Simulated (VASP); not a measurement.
Wanted: the native input for a VASP 6.6.1 run.

```
Task                   : single point
Functional             : r2SCAN
Potentials or basis    : VASP PAW PBE potentials, release 64 (Cu, O)
Cutoff                 : 520 eV
k mesh                 : 7 × 7 × 4
Occupations            : fermi-dirac, width 0.05 eV
Spin                   : collinear spin, ferromagnetic start
Starting moments       : [1.0, 1.0, 0.0, 0.0] μB
Dipole correction      : no
Further INCAR settings : ALGO = Normal; EDIFF = 1e-06; NBANDS = 29
```

Crystal: CuO.

```xyz
4
Lattice="2.3464 -1.7142 0.0000 2.3464 1.7142 0.0000 -0.8519 0.0000 5.0659" Properties=species:S:1:pos:R:3 pbc="T T T"
Cu    1.1732    0.8458    0.0000
Cu    0.7472   -0.8458    2.5329
O     2.0759   -0.2821    1.3181
O     1.6499    0.2821    3.8511
```

The input as run:

POSCAR

```
CuO
1.0
    2.3463500000     -1.7141500000      0.0000000000
    2.3463500000      1.7141500000      0.0000000000
   -0.8519200000      0.0000000000      5.0658700000
Cu O
2 2
Direct
    0.0033000000      0.4967000000      0.0000000000
    0.4967000000      0.0033000000      0.5000000000
    0.5719000000      0.4073000000      0.2602000000
    0.4073000000      0.5719000000      0.7602000000
```

INCAR.step1

```
PREC = Accurate
ENCUT = 520
ISMEAR = -1
SIGMA = 0.05
LREAL = F
LASPH = T
NELM = 150
ISPIN = 2
MAGMOM = 1 1 0 0
LMAXMIX = 4
NBANDS = 29
GGA = PE
ALGO = Normal
EDIFF = 1E-4
LWAVE = T
LCHARG = F
```

INCAR.step2

```
PREC = Accurate
ENCUT = 520
EDIFF = 1E-6
ISMEAR = -1
SIGMA = 0.05
LREAL = F
LASPH = T
NELM = 150
ALGO = Normal
ISIF = 2
LWAVE = F
LCHARG = F
ISPIN = 2
MAGMOM = 1 1 0 0
LORBIT = 11
LMAXMIX = 4
METAGGA = R2SCAN
LMIXTAU = T
NBANDS = 29
ISTART = 1
```

KPOINTS

```
regular mesh
0
Gamma
  7 7 4
```

Potentials or basis: VASP PAW PBE potentials, release 64 (Cu, O).

Launch:

```console
$ cat potpaw_PBE.64/Cu/POTCAR potpaw_PBE.64/O/POTCAR > POTCAR
$ cp INCAR.step1 INCAR
$ mpirun -np 1 vasp_std > vasp.out
$ cp INCAR.step2 INCAR
$ mpirun -np 1 vasp_std > vasp.out
```

It gave:

```json
{
 "Pressure": "-0.4 GPa",
 "Largest force": "0.993 eV/Å",
 "Band gap on the k mesh": "zero (filled and empty bands overlap)",
 "Net moment": "0.00 μB per cell",
 "Valence electrons inside the program's atomic spheres": "Cu 9.93; O 4.99"
}
```

Caveat: the PAW data sets were made with another functional, which shifts forces and pressure a little; semilocal functionals often make such compounds metallic where correlation or magnetic order opens a gap, which also shifts bond lengths.

Wall time 6.6 min on 1 thread of Intel(R) Xeon(R) Platinum 8259CL CPU @ 2.50GHz (Skylake/Cascade Lake), on a shared host, peak memory 0.26 GiB.
